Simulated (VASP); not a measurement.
A run of VASP 6.6.1 is set up as follows.

The input INCAR:

```
SYSTEM = B
PREC = Accurate
ENCUT = 520
EDIFF = 1E-6
ISMEAR = 0
SIGMA = 0.1
LREAL = .False.
LASPH = .True.
NELM = 60
ALGO = Normal
ISIF = 2
LWAVE = .False.
LCHARG = .False.
GGA = PE
NBANDS = 8
```

The input KPOINTS:

```
regular mesh
0
Gamma
  10 8 8
  0 0 0
```

Contents of POSCAR:

```
B
1.0
    1.7343959500      0.0000000000      0.0000000000
    0.0000000000      1.9125099400      0.0000000000
    0.0000000000      0.0000000000      2.2139673900
B
1
Direct
    0.5000000000      0.5000000000      0.5000000000
```

Potentials or basis: VASP PAW PBE potentials, release 64 (B).

Command:

```bash
$ cat potpaw_PBE.64/B/POTCAR > POTCAR
$ mpirun -np 1 vasp_std > vasp.out
```

(1) What does it give for the band gap on the k mesh?

(2) Predict the pressure.

Results:

(1) zero (an odd number of electrons rules out a gap without spin polarisation).

(2) -4.0 GPa.

Caveat: the k points lie up to 0.41 Å⁻¹ apart, too coarse for converged energies and pressures of a metal.
